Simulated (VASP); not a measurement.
The system is KMgF3.

```
K Mg F
1.0
     3.98024    0.00000    0.00000
     0.00000    3.98024    0.00000
     0.00000    0.00000    4.05506
K Mg F
1 1 3
Cartesian
  1.9901 1.9901 2.0275
  0.0000 0.0000 0.0000
  1.9901 0.0000 0.0000
  0.0000 1.9901 0.0000
  0.0000 0.0000 2.0275
```

This cell differs from its parent crystal: uniaxial z strain +1.9%.

Base run:

* Program: VASP 6.6.1
* Functional: r2SCAN
* Potentials or basis: VASP PAW PBE potentials, release 64 (K_sv, Mg, F)
* Cutoff: 660 eV
* k mesh: 6 × 6 × 6
* Occupations: gaussian, width 0.01 eV
* Spin: no spin polarisation

Its results: band gap on the k mesh 8.13 eV (least direct gap 8.46 eV); pressure -2.1 GPa.

**Question.** The run is repeated on the same cell with these changes: functional from r2SCAN to PBE; cutoff from 660 eV to 600 eV; occupations from gaussian, width 0.01 eV to fermi-dirac, width 0.02 eV. What comes out?

**Answer.** Band gap on the k mesh 7.19 eV (least direct gap 7.52 eV); pressure 2.1 GPa.

Caveats: the PAW data sets were made with another functional, which shifts forces and pressure a little (at least some runs).

A k mesh can miss the band edges.
